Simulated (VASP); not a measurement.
# TiN (Fm-3m) in VASP: single point with r2SCAN

Aim: the single point of TiN with r2SCAN.

Everything below comes from runs of VASP 6.6.1. Logs are shortened: lines on timing, memory, paths and dates and some standing lists are left out, and cuts for length are marked.

## 1. The cell of the first run

It takes space group Fm-3m (No. 225, cubic). Conventional cell: a = 4.233 Å, b = 4.233 Å, c = 4.233 Å, α = 90.00°, β = 90.00°, γ = 90.00°. Ti (site symmetry m-3m) has 6 N at 2.12 Å within 2.8 Å. Within 2.8 Å of N (site symmetry m-3m) lie 6 Ti at 2.12 Å.

## 2. Single point, r2SCAN

File POSCAR:

```
TiN
1.0
    0.0000000000      2.1165046017      2.1165046017
    2.1165046017      0.0000000000      2.1165046017
    2.1165046017      2.1165046017      0.0000000000
Ti N
1 1
Direct
    0.0000000000      0.0000000000      0.0000000000
    0.5000000000      0.5000000000      0.5000000000
```

File INCAR.step1:

```
SYSTEM = TiN
PREC     = Accurate       ! precision mode
ENCUT    = 910            ! plane-wave cutoff, eV
ISMEAR   = -1             ! smearing method
SIGMA    = 0.08           ! smearing width, eV
LREAL    = .FALSE.        ! projectors in reciprocal space
LASPH    = .TRUE.         ! aspherical terms in the spheres
NELM     = 120            ! most SCF steps
NBANDS   = 16             ! bands
GGA      = PE             ! functional
ALGO     = Normal         ! electronic algorithm
EDIFF    = 1E-5           ! SCF threshold, eV
LWAVE    = .TRUE.         ! write WAVECAR
LCHARG   = .FALSE.        ! write CHGCAR
GGA_COMPAT= .FALSE.
```

File INCAR.step2:

```
SYSTEM = TiN
PREC     = Accurate       ! precision mode
ENCUT    = 910            ! plane-wave cutoff, eV
EDIFF    = 1E-6           ! SCF threshold, eV
ISMEAR   = -1             ! smearing method
SIGMA    = 0.08           ! smearing width, eV
LREAL    = .FALSE.        ! projectors in reciprocal space
LASPH    = .TRUE.         ! aspherical terms in the spheres
NELM     = 120            ! most SCF steps
ALGO     = Normal         ! electronic algorithm
ISIF     = 2              ! what is computed and relaxed
LWAVE    = .FALSE.        ! write WAVECAR
LCHARG   = .FALSE.        ! write CHGCAR
METAGGA  = R2SCAN         ! meta-GGA
LMIXTAU  = .TRUE.       
NBANDS   = 16             ! bands
ISTART   = 1            
GGA_COMPAT= .FALSE.
```

File KPOINTS:

```
Automatic mesh
0
G
  14 14 14
  0 0 0
```

Potentials or basis: VASP PAW PBE potentials, release 64 (Ti_sv, N_h).

On the command line:

```console
cat potpaw_PBE.64/Ti_sv/POTCAR potpaw_PBE.64/N_h/POTCAR > POTCAR
cp INCAR.step1 INCAR
mpirun -np 1 vasp_std > vasp.out
cp INCAR.step2 INCAR
mpirun -np 1 vasp_std > vasp.out
```

OUTCAR:

```text
SYSTEM = TiN
   PREC = Accurate
   ENCUT = 910
   EDIFF = 1E-6
   ISMEAR = -1
   LREAL = .FALSE.
   LASPH = .TRUE.
   NELM = 120
   ISIF = 2
   METAGGA = R2SCAN
   ISTART = 1

 ion  position               nearest neighbor table
   1  0.000  0.000  0.000-   2 2.12   2 2.12   2 2.12   2 2.12   2 2.12   2 2.12
   2  0.500  0.500  0.500-   1 2.12   1 2.12   1 2.12   1 2.12   1 2.12   1 2.12

  LATTYP: Found a face centered cubic cell.
 ALAT       =     4.2330092034

  Lattice vectors:

 A1 = (   0.0000000000,   2.1165046017,   2.1165046017)
 A2 = (   2.1165046017,   0.0000000000,   2.1165046017)
 A3 = (   2.1165046017,   2.1165046017,   0.0000000000)

Analysis of symmetry for initial positions (statically):
=====================================================================
 Subroutine PRICEL returns:
 Original cell was already a primitive cell.

 Routine SETGRP: Setting up the symmetry group for a
 face centered cubic supercell.

 Subroutine GETGRP returns: Found 48 space group operations
 (whereof 48 operations were pure point group operations)
 out of a pool of 48 trial point group operations.

The static configuration has the point symmetry O_h .

Analysis of symmetry for dynamics (positions and initial velocities):
=====================================================================
 Subroutine PRICEL returns:
 Original cell was already a primitive cell.

 Routine SETGRP: Setting up the symmetry group for a
 face centered cubic supercell.

 Subroutine GETGRP returns: Found 48 space group operations
 (whereof 48 operations were pure point group operations)
 out of a pool of 48 trial point group operations.

The dynamic configuration has the point symmetry O_h .

 Subroutine INISYM returns: Found 48 space group operations
 (whereof 48 operations are pure point group operations),
 and found     1 'primitive' translations

----------------------------------------------------------------------------------------

                                     Primitive cell

  volume of cell :      18.9622

  direct lattice vectors                    reciprocal lattice vectors
     0.000000000  2.116504602  2.116504602    -0.236238560  0.236238560  0.236238560
     2.116504602  0.000000000  2.116504602     0.236238560 -0.236238560  0.236238560
     2.116504602  2.116504602  0.000000000     0.236238560  0.236238560 -0.236238560

  length of vectors
     2.993189513  2.993189513  2.993189513     0.409177189  0.409177189  0.409177189

  position of ions in fractional coordinates (direct lattice)
     0.000000000  0.000000000  0.000000000
     0.500000000  0.500000000  0.500000000

  ion indices of the primitive-cell ions
   primitive index   ion index
                 1           1
                 2           2

----------------------------------------------------------------------------------------

 KPOINTS: Automatic mesh

Automatic generation of k-mesh.
 Grid dimensions read from file:
 generate k-points for:   14   14   14

 Generating k-lattice:

  Cartesian coordinates                     Fractional coordinates (reciprocal lattice)
    -0.016874183  0.016874183  0.016874183     0.071428571  0.000000000  0.000000000
     0.016874183 -0.016874183  0.016874183     0.000000000  0.071428571  0.000000000
     0.016874183  0.016874183 -0.016874183     0.000000000  0.000000000  0.071428571

  Length of vectors
     0.029226942  0.029226942  0.029226942

  Shift w.r.t. Gamma in fractional coordinates (k-lattice)
     0.000000000  0.000000000  0.000000000

 Subroutine IBZKPT returns following result:
 ===========================================

 Found    104 irreducible k-points:

 Following reciprocal coordinates:
            Coordinates               Weight
  0.000000  0.000000  0.000000      1.000000
  0.071429  0.000000  0.000000      8.000000
  0.142857  0.000000  0.000000      8.000000
  0.214286  0.000000  0.000000      8.000000
  0.285714  0.000000  0.000000      8.000000
  0.357143  0.000000  0.000000      8.000000
[... 16 lines left out ...]
  0.214286  0.142857  0.000000     24.000000
  0.285714  0.142857  0.000000     24.000000
 [... further k-points ...]
   k-points           NKPTS =    104   k-points in BZ     NKDIM =    104   number of bands    NBANDS=     16
   number of dos      NEDOS =    301   number of ions     NIONS =      2
   total plane-waves  NPLWV =  27000
   dimension x,y,z NGX =    30 NGY =   30 NGZ =   30
   dimension x,y,z NGXF=    60 NGYF=   60 NGZF=   60
   ions per type =               1   1
   NGX,Y,Z   is equivalent  to a cutoff of  16.66, 16.66, 16.66 a.u.
   NGXF,Y,Z  is equivalent  to a cutoff of  33.32, 33.32, 33.32 a.u.
 SYSTEM =  TiN
   PREC   = accura    normal or accurate (medium, high low for compatibility)
   ISTART =      1    job   : 0-new  1-cont  2-samecut
   ICHARG =      0    charge: 1-file 2-atom 10-const
   ISPIN  =      1    spin polarized calculation?
   LNONCOLLINEAR =      F non collinear calculations
   LSORBIT =      F    spin-orbit coupling
   LASPH  =      T    aspherical Exc in radial PAW
   ENCUT  =  910.0 eV  66.88 Ry    8.18 a.u.   7.36  7.36  7.36*2*pi/ulx,y,z
   NELM   =    120;   NELMIN=  2; NELMDL=  0     # of ELM steps
   EDIFF  = 0.1E-05   stopping-criterion for ELM
   LREAL  =      F    real-space projection
   EDIFFG = 0.1E-04   stopping-criterion for IOM
   NSW    =      0    number of steps for IOM
   IBRION =     -1    ionic relax: 0-MD 1-quasi-New 2-CG
   NFREE  =      0    steps in history (QN), initial steepest desc. (CG)
   ISIF   =      2    stress and relaxation
   ISYM   =      2    0-nonsym 1-usesym 2-fastsym
   POTIM  = 0.5000    time-step for ionic-motion
   TEBEG  =    0.0;   TEEND  =   0.0 temperature during run
   PSTRESS=    0.0 pullay stress
   NELECT =      17.0000    total number of electrons
   NUPDOWN=      -1.0000    fix difference up-down
   EMIN   =  10.00;   EMAX   =-10.00  energy-range for DOS
   EFERMI =   0.00;   METHOD = LEGACY
   ISMEAR =    -1;   SIGMA  =   0.08  broadening in eV -4-tet -1-fermi 0-gaus
   EFERMI_NEDOS =   21; number of points for ismear=-14 and -15
   IALGO  =     38    algorithm
   IMIX   =      4    mixing-type and parameters
     AMIX     =   0.40;   BMIX     =  1.00
     AMIX_MAG =   1.60;   BMIX_MAG =  1.00
  volume/ion in A,a.u.               =       9.48        63.98
  Fermi-wavevector in a.u.,A,eV,Ry     =   1.578563  2.983052 33.903830  2.491861
  Thomas-Fermi vector in A             =   2.679075
   LORBIT       =      0    0 simple, 1 ext, 2 COOP (PROOUT), +10 PAW based schemes
   METAGGA = R2SCAN    functional components
   LHFCALC =     F    Hartree Fock is set to
   AEXX    =    0.0000 exact exchange contribution
   IVDW    =     0    specifies the selected vdW correction
   LEPSILON=     F    determine dielectric tensor
   LRPA    =     F    only Hartree local field effects (RPA)
 non-spin polarized calculation
  energy-cutoff  :      910.00
  volume of cell :       18.96
 maximum number of plane-waves:      1243
 NGX is ok and might be reduce to    30
   NGX = 15   NGY = 15   NGZ = 15

 number of electron      17.0000000 magnetization

 Free energy of the ion-electron system (eV)
  ---------------------------------------------------
  ext. energy  EPLUGINS =         0.00000000
  ---------------------------------------------------
  free energy    TOTEN  =       -26.02171273 eV

  energy without entropy =      -26.00304779  energy(sigma->0) =      -26.01238026

 E-fermi :  12.1013     XC(G=0): -13.9049

 val. band max:       12.0902768951   @ k =   0.3571   0.1429   0.0714
 cond. band min:      12.1021226872   @ k =  -0.0714   0.0714   0.0000
 fundamental gap:      0.0118457922
 Fermi energy:        12.1012594914

 k-point     1 :       0.0000    0.0000    0.0000
  band No.  band energies     occupation
      1     -48.2632      2.00000
      2     -23.1971      2.00000
      3     -23.1971      2.00000
      4     -23.1971      2.00000
      5      -6.2067      2.00000
      6       9.7036      2.00000
[... 8 lines left out ...]
     15      25.9932      0.00000
     16      32.4623      0.00000

 k-point     2 :       0.0714    0.0000    0.0000
  band No.  band energies     occupation
      1     -48.2582      2.00000
      2     -23.2323      2.00000
      3     -23.1999      2.00000
      4     -23.1999      2.00000
      5      -6.1058      2.00000
      6       9.1539      2.00000
[... 8 lines left out ...]
     15      26.0482      0.00000
     16      32.3304      0.00000

 k-point     3 :       0.1429    0.0000    0.0000
  band No.  band energies     occupation
      1     -48.2443      2.00000
      2     -23.3298      2.00000
      3     -23.2075      2.00000
      4     -23.2075      2.00000
      5      -5.8163      2.00000
      6       8.0279      2.00000
[... 8 lines left out ...]
     15      26.0343      0.00000
     16      31.8473      0.00000

 k-point     4 :       0.2143    0.0000    0.0000
  band No.  band energies     occupation
      1     -48.2242      2.00000
      2     -23.4680      2.00000
      3     -23.2185      2.00000
      4     -23.2185      2.00000
      5      -5.3762      2.00000
      6       6.7629      2.00000
[... 8 lines left out ...]
     15      25.7562      0.00000
     16      30.9020      0.00000

 k-point     5 :       0.2857    0.0000    0.0000
  band No.  band energies     occupation
      1     -48.2018      2.00000
      2     -23.6181      2.00000
      3     -23.2307      2.00000
      4     -23.2307      2.00000
      5      -4.8474      2.00000
      6       5.5495      2.00000
[... 8 lines left out ...]
     15      25.5775      0.00000
     16      29.6588      0.00000

 k-point     6 :       0.3571    0.0000    0.0000
  band No.  band energies     occupation
      1     -48.1815      2.00000
      2     -23.7503      2.00000
      3     -23.2417      2.00000
      4     -23.2417      2.00000
      5      -4.3177      2.00000
      6       4.5215      2.00000
[... 8 lines left out ...]
     15      25.9231      0.00000
     16      28.4525      0.00000
[... 267 lines left out ...]
 k-point    21 :      -0.0714    0.0714    0.0000
  band No.  band energies     occupation
      1     -48.2503      2.00000
      2     -23.2800      2.00000
      3     -23.2184      2.00000
      4     -23.1981      2.00000
      5      -5.9446      2.00000
      6       8.3902      2.00000
[... 8 lines left out ...]
     15      26.0919      0.00000
     16      31.5662      0.00000

 k-point    22 :       0.1429    0.1429    0.0000
  band No.  band energies     occupation
      1     -48.2381      2.00000
      2     -23.3191      2.00000
      3     -23.2370      2.00000
      4     -23.2370      2.00000
      5      -5.7265      2.00000
      6       7.1445      2.00000
[... 8 lines left out ...]
     15      26.2996      0.00000
     16      31.2290      0.00000

 k-point    23 :       0.2143    0.1429    0.0000
  band No.  band energies     occupation
      1     -48.2231      2.00000
      2     -23.4064      2.00000
      3     -23.2557      2.00000
      4     -23.2483      2.00000
      5      -5.4488      2.00000
      6       6.4162      2.00000
[... 8 lines left out ...]
     15      26.2620      0.00000
     16      30.6710      0.00000

 k-point    24 :       0.2857    0.1429    0.0000
  band No.  band energies     occupation
      1     -48.2035      2.00000
      2     -23.5283      2.00000
      3     -23.2722      2.00000
      4     -23.2604      2.00000
      5      -5.0648      2.00000
      6       5.7219      2.00000
[... 8 lines left out ...]
     15      25.9048      0.00000
     16      29.5954      0.00000

 [... further k-points ...]

------------------------ aborting loop because EDIFF is reached ----------------------------------------

  FORCE on cell =-STRESS in cart. coord.  units (eV):
  Direction    XX          YY          ZZ          XY          YZ          ZX
  --------------------------------------------------------------------------------------
  -------------------------------------------------------------------------------------
  Total        0.1654039      0.1654039      0.1654039     -0.0000000      0.0000000      0.0000000
  in kB       13.9755421     13.9755421     13.9755421     -0.0000000      0.0000000      0.0000000
  external PRESSURE =      13.9755421 kB  Pullay stress =       0.0000000 kB

 VOLUME and BASIS-vectors are now :
 -----------------------------------------------------------------------------
  energy-cutoff  :      910.00
  volume of cell :       18.96
      direct lattice vectors                 reciprocal lattice vectors
     0.000000000  2.116504602  2.116504602    -0.236238560  0.236238560  0.236238560
     2.116504602  0.000000000  2.116504602     0.236238560 -0.236238560  0.236238560
     2.116504602  2.116504602  0.000000000     0.236238560  0.236238560 -0.236238560

 POSITION                                       TOTAL-FORCE (eV/Angst)
 -----------------------------------------------------------------------------------
      0.00000      0.00000      0.00000         0.000000      0.000000      0.000000
      2.11650      2.11650      2.11650        -0.000000     -0.000000     -0.000000
 -----------------------------------------------------------------------------------
    total drift:                               -0.000000      0.000000      0.000000

  FREE ENERGIE OF THE ION-ELECTRON SYSTEM (eV)
  ---------------------------------------------------
  free  energy   TOTEN  =       -26.0217127257 eV

  energy  without entropy=      -26.0030477940  energy(sigma->0) =      -26.01238026
```

Run time: 3.7 min. Hardware: 1 thread of AMD EPYC 9R45 (Zen 5), shared host; peak memory 0.19 GiB.

Results:

| Quantity | Value |
| --- | --- |
| Free energy | -26.0217 eV |
| Pressure | 1.4 GPa |
| Band gap on the k mesh | zero (an odd number of electrons rules out a gap without spin polarisation) |

Caveat: the cutoff is under 1.25 times the usual one of these potentials, so pressure, stress and relaxed cells hold a basis-set (Pulay) error; the PAW data sets were made with another functional, which shifts forces and pressure a little.
